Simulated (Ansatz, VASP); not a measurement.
# Ag: VASP beside Ansatz

The input INCAR:

```
SYSTEM = Ag
  ALGO = Normal
  EDIFF = 1E-6
  EDIFFG = -0.005
  ENCUT = 600
  GGA = RP
  IBRION = 2
  ISIF = 3
  ISMEAR = -1
  LASPH = .True.
  LCHARG = .False.
  LREAL = .False.
  LWAVE = .False.
  NELM = 60
  NSW = 80
  PREC = Accurate
  SIGMA = 0.05
```

Contents of KPOINTS:

```
k-points
0
Gamma
  11 11 11
  0 0 0
```

File POSCAR:

```
Ag
1.0
    0.0000000000      2.0427500000      2.0427500000
    2.0427500000      0.0000000000      2.0427500000
    2.0427500000      2.0427500000      0.0000000000
Ag
1
Direct
    0.0000000000      0.0000000000      0.0000000000
```

The input input.yaml:

```yaml
crystal:
  lattice:
    - [0.0, 2.04275, 2.04275]
    - [2.04275, 0.0, 2.04275]
    - [2.04275, 2.04275, 0.0]
  atoms:
    - { symbol: Ag, position: [0.0, 0.0, 0.0] }
kpoints:
  mp_grid: { grid: [11, 11, 11] }
scf:
  occupations: { method: fermi_dirac, width: 0.05 }
hamiltonian:
  xc: rpbe
  pseudopotentials: { kind: all_electron, lapw: { basis_error: 0.001 } }
output:
  forces: true
  stress: true
relax:
  f_tol: 0.005
  max_steps: 60
  cell: {}
```

Alike in both runs: task relaxation of cell and atoms; functional RPBE; k mesh 11 × 11 × 11; occupations fermi-dirac, width 0.05 eV; no spin polarisation.

|  | VASP | Ansatz |
| --- | --- | --- |
| version | VASP 6.6.1 | Ansatz 0.2.0 |
| potentials or method | VASP PAW PBE potentials, release 64 (Ag), cutoff 600 eV | all-electron LAPW, scalar-relativistic |

Ansatz gave:

| Item | Value |
| --- | --- |
| relaxed volume (Å³/atom) | 18.66 |
| relaxed cell length with the largest relative difference (Å) | 2.977 |

**Question.** What did VASP give for the same quantities?

**Answer.** Relaxed volume (Å³/atom): 18.64; relaxed cell length with the largest relative difference (Å): 2.976.

VASP's potentials were made for PBE, not for RPBE. Ansatz ran all-electron here, and VASP with PAW potentials.
